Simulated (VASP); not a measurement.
# As (Fd-3m) in VASP: further runs, part 2 of 2

VASP 6.6.1. The steps go on from the part before.

### Step 5. Relaxation of cell and atoms, PBE, target pressure 410 GPa, at which the enthalpy is minimised

INCAR

```
PREC = Accurate ; ENCUT = 600
EDIFF = 1E-6 ; ISMEAR = -1
SIGMA = 0.1 ; LREAL = F
LASPH = T ; NELM = 100
ALGO = Normal ; ISIF = 3
LWAVE = F ; LCHARG = F
GGA = PE ; IBRION = 2
NSW = 32 ; EDIFFG = -0.005
PSTRESS = 4100.0
```

KPOINTS

```
Automatic mesh
0
Gamma
  15 15 15
```

POSCAR

```
As
1.0
    0.0000000000      2.1460066009      2.1460066009
    2.1460066009      0.0000000000      2.1460066009
    2.1460066009      2.1460066009      0.0000000000
As
2
Direct
   -0.1250000000     -0.1250000000     -0.1250000000
    0.1250000000      0.1250000000      0.1250000000
```

Potentials or basis: VASP PAW PBE potentials, release 64 (As).

Command:

```bash
> cat potpaw_PBE.64/As/POTCAR > POTCAR
> mpirun -np 1 vasp_std > vasp.out
```

OUTCAR:

```text
PREC = Accurate
   ENCUT = 600
   EDIFF = 1E-6
   ISMEAR = -1
   LREAL = F
   LASPH = T
   NELM = 100
   ISIF = 3
   GGA = PE
   IBRION = 2
   NSW = 32
   EDIFFG = -0.005
   PSTRESS = 4100.0

 ion  position               nearest neighbor table
   1  0.875  0.875  0.875-   2 1.86   2 1.86   2 1.86   2 1.86
   2  0.125  0.125  0.125-   1 1.86   1 1.86   1 1.86   1 1.86

  LATTYP: Found a face centered cubic cell.
 ALAT       =     4.2920132018

  Lattice vectors:

 A1 = (   0.0000000000,   2.1460066009,   2.1460066009)
 A2 = (   2.1460066009,   0.0000000000,   2.1460066009)
 A3 = (   2.1460066009,   2.1460066009,   0.0000000000)

Analysis of symmetry for initial positions (statically):
=====================================================================
 Subroutine PRICEL returns:
 Original cell was already a primitive cell.

 Routine SETGRP: Setting up the symmetry group for a
 face centered cubic supercell.

 Subroutine GETGRP returns: Found 48 space group operations
 (whereof 12 operations were pure point group operations)
 out of a pool of 48 trial point group operations.

The static configuration has the point symmetry D_3d.
 The point group associated with its full space group is O_h .

Analysis of symmetry for dynamics (positions and initial velocities):
=====================================================================
 Subroutine PRICEL returns:
 Original cell was already a primitive cell.

 Routine SETGRP: Setting up the symmetry group for a
 face centered cubic supercell.

 Subroutine GETGRP returns: Found 48 space group operations
 (whereof 12 operations were pure point group operations)
 out of a pool of 48 trial point group operations.

The dynamic configuration has the point symmetry D_3d.
 The point group associated with its full space group is O_h .

 Subroutine INISYM returns: Found 48 space group operations
 (whereof 12 operations are pure point group operations),
 and found     1 'primitive' translations
[... 120 lines left out ...]
   GGA     = PE    functional components
   LHFCALC =     F    Hartree Fock is set to
   AEXX    =    0.0000 exact exchange contribution
   IVDW    =     0    specifies the selected vdW correction
   LEPSILON=     F    determine dielectric tensor
   LRPA    =     F    only Hartree local field effects (RPA)
 conjugate gradient relaxation of ions
 non-spin polarized calculation
  energy-cutoff  :      600.00
  volume of cell :       19.77
 maximum number of plane-waves:       680
   NGX = 13   NGY = 13   NGZ = 13

--------------------------------------- Ionic step        1  -------------------------------------------

 number of electron      10.0000001 magnetization

 Free energy of the ion-electron system (eV)
  ---------------------------------------------------
  ext. energy  EPLUGINS =         0.00000000
  ---------------------------------------------------
  free energy    TOTEN  =        10.40120779 eV

  energy without entropy =       10.42573119  energy(sigma->0) =       10.41346949

------------------------ aborting loop because EDIFF is reached ----------------------------------------

  FORCE on cell =-STRESS in cart. coord.  units (eV):
  Direction    XX          YY          ZZ          XY          YZ          ZX
  --------------------------------------------------------------------------------------
  -------------------------------------------------------------------------------------
  Total       52.4202580     52.4202580     52.4202580     -0.0000000     -0.0000000      0.0000000
  in kB     4248.9985239   4248.9985239   4248.9985239     -0.0000000     -0.0000000      0.0000000
  external PRESSURE =     148.9985239 kB  Pullay stress =    4100.0000000 kB
[... 101 lines left out ...]
--------------------------------------- Ionic step        4  -------------------------------------------

 number of electron      10.0000000 magnetization

 Free energy of the ion-electron system (eV)
  ---------------------------------------------------
  ext. energy  EPLUGINS =         0.00000000
  ---------------------------------------------------
  free energy    TOTEN  =         9.81876768 eV

  energy without entropy =        9.84408082  energy(sigma->0) =        9.83142425

 E-fermi :  17.4131     XC(G=0): -13.5125

 val. band max:       17.4112718429   @ k =   0.2000   0.0000   0.0000
 cond. band min:      17.4536293978   @ k =   0.1333   0.0000   0.0000
 fundamental gap:      0.0423575549
 Fermi energy:        17.4130812113

 k-point     1 :       0.0000    0.0000    0.0000
  band No.  band energies     occupation
      1      -8.2806      2.00000
      2      13.4409      2.00000
      3      13.4409      2.00000
      4      13.4409      2.00000
      5      16.5788      1.99952
      6      16.5788      1.99952
      7      16.5788      1.99952
      8      21.6832      0.00000
      9      23.4928      0.00000
[... 265 lines left out ...]
 k-point    24 :       0.2000    0.1333    0.0000
  band No.  band energies     occupation
      1      -7.3384      2.00000
      2       9.1267      2.00000
      3      10.4382      2.00000
      4      11.0570      2.00000
      5      15.4412      2.00000
      6      19.7197      0.00000
      7      20.2107      0.00000
      8      20.4652      0.00000
      9      26.0837      0.00000

 [... further k-points ...]
[... 5 lines left out ...]
  --------------------------------------------------------------------------------------
  -------------------------------------------------------------------------------------
  Total       51.1526109     51.1526109     51.1526109     -0.0000000     -0.0000000     -0.0000000
  in kB     4099.8683741   4099.8683741   4099.8683741     -0.0000000     -0.0000000     -0.0000000
  external PRESSURE =      -0.1316259 kB  Pullay stress =    4100.0000000 kB
[... 21 lines left out ...]
  energy  without entropy=        9.8440808246  energy(sigma->0) =        9.83142425

  enthalpy is  TOTEN    =        60.9730208639 eV   P V=       51.1542531849

 reached required accuracy - stopping structural energy minimisation
```

Run time: 22 s. Hardware: 1 thread of Intel Xeon Platinum 8559C (Emerald Rapids), shared host; peak memory 0.16 GiB.

What came out:

- Free energy: 9.8188 eV
- Relaxed volume: 9.99 Å³/atom
- Relaxed cell: a = 3.046 Å, b = 3.046 Å, c = 3.046 Å, α = 60.00°, β = 60.00°, γ = 60.00°
- Space group after relaxing (to 0.05 Å): Fd-3m (No. 227)
- Energy change on relaxing (the enthalpy is what falls): -291.2 meV/atom
- Ionic steps: 4
- Pressure after relaxing: 410.0 GPa
- Band gap on the k mesh: zero (band 5 reaches 18.42 eV, above the bottom of band 6 at 13.51 eV)

The path:
| step | energy change (eV) | largest force (eV/Å) | pressure (GPa) | volume (Å³) |
| --- | --- | --- | --- | --- |
| 1 | 0.0000 | 0.0000 | 424.90 | 19.77 |
| 2 | -5.9356 | 0.0000 | 279.74 | 22.51 |
| 3 | -0.6267 | 0.0000 | 408.86 | 20.01 |
| 4 | -0.5824 | 0.0000 | 409.99 | 19.99 |

Final structure:
```
As
1.0
     0.00000    2.15407    2.15407
     2.15407    0.00000    2.15407
     2.15407    2.15407    0.00000
As
2
Direct
  0.87500 0.87500 0.87500
  0.12500 0.12500 0.12500
```

Caveat: the cell is relaxed towards a set pressure, so the enthalpy falls and the energy may rise.

### Step 6. Summary

```tsv
task	cell	cutoff (eV)	gap on the mesh (eV)	pressure (GPa)
single point	a = 3.035 Å, angles 60.0°, 2 atoms	520	none	424.4
relaxation of cell and atoms	relaxed to 410 GPa from a = 2.908 Å, angles 60.0°, 2 atoms	600	none	410.0
relaxation of cell and atoms	relaxed to 410 GPa from a = 3.035 Å, angles 60.0°, 2 atoms	600	none	410.0
```

Alike in all rows: level PBE; potentials or basis VASP PAW PBE potentials, release 64 (As); no spin polarisation; k mesh 15 × 15 × 15; smearing fermi-dirac 0.1 eV.

Caveats: the cell is relaxed towards a set pressure, so the enthalpy falls and the energy may rise (some runs); the volume moved by over 15 % at a fixed basis, so the end points are rough (some runs).

Total energies depend on the potentials used, so only differences within one code and one set of settings carry meaning.
